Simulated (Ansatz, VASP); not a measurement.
**Two plane-wave programs on As**

File INCAR:

```
SYSTEM = As
PREC     = Accurate       ! precision mode
ENCUT    = 510            ! plane-wave cutoff, eV
EDIFF    = 1E-6           ! SCF threshold, eV
ISMEAR   = 0              ! smearing method
SIGMA    = 0.1            ! smearing width, eV
LREAL    = .FALSE.        ! projectors in reciprocal space
LASPH    = .TRUE.         ! aspherical terms in the spheres
NELM     = 120            ! most SCF steps
ALGO     = Normal         ! electronic algorithm
ISIF     = 2              ! what is computed and relaxed
LWAVE    = .FALSE.        ! write WAVECAR
LCHARG   = .FALSE.        ! write CHGCAR
GGA      = PE             ! functional
NBANDS   = 22             ! bands
GGA_COMPAT= .FALSE.
```

KPOINTS

```
regular mesh
0
G
  6 6 6
  0 0 0
```

The input POSCAR:

```
As
1.0
    0.0000000000      2.7424906175      4.3525514185
    1.9237318234      0.0000000000      4.3525514185
    1.9237318234      2.7424906175      0.0000000000
As
2
Direct
    0.0871000000      0.0871000000      0.9129000000
    0.9129000000      0.9129000000      0.0871000000
```

Input for Ansatz:

```yaml
crystal:
  lattice:
    - [0.0, 2.7424906175, 4.3525514185]
    - [1.9237318234, 0.0, 4.3525514185]
    - [1.9237318234, 2.7424906175, 0.0]
  atoms:
    - { symbol: As, position: [0.0871, 0.0871, 0.9129] }
    - { symbol: As, position: [0.9129, 0.9129, 0.0871] }
basis:
  ecutwfc: 420
kpoints:
  mp_grid: { grid: [6, 6, 6] }
hamiltonian:
  xc: pbe
scf:
  occupations: { method: gaussian, width: 0.1 }
  lower_state_search: "off"
output:
  forces: true
  stress: true
  eigenvalues: true
```

Alike in both runs: task single point; functional PBE; k mesh 6 × 6 × 6; occupations gaussian, width 0.1 eV; no spin polarisation.

|  | VASP | Ansatz |
| --- | --- | --- |
| version | VASP 6.6.1 | Ansatz 0.2.0 |
| potentials or method | VASP PAW PBE potentials, release 64 (As_d), cutoff 510 eV | scalar-relativistic, plane waves, PAW |
| valence electrons in the cell | 30 | 30 |

|  | VASP | Ansatz | Ansatz less VASP |
| --- | --- | --- | --- |
| gap on the k mesh at the Fermi level (eV) | none | none | - |
| rms of the force components (eV/Å) | 32.327 | 33.914 | +1.5869 |

Atom by atom the forces differ by 1.587 eV/Å (rms over components). A gap of «none» marks a metal or a gap that the smearing closes.
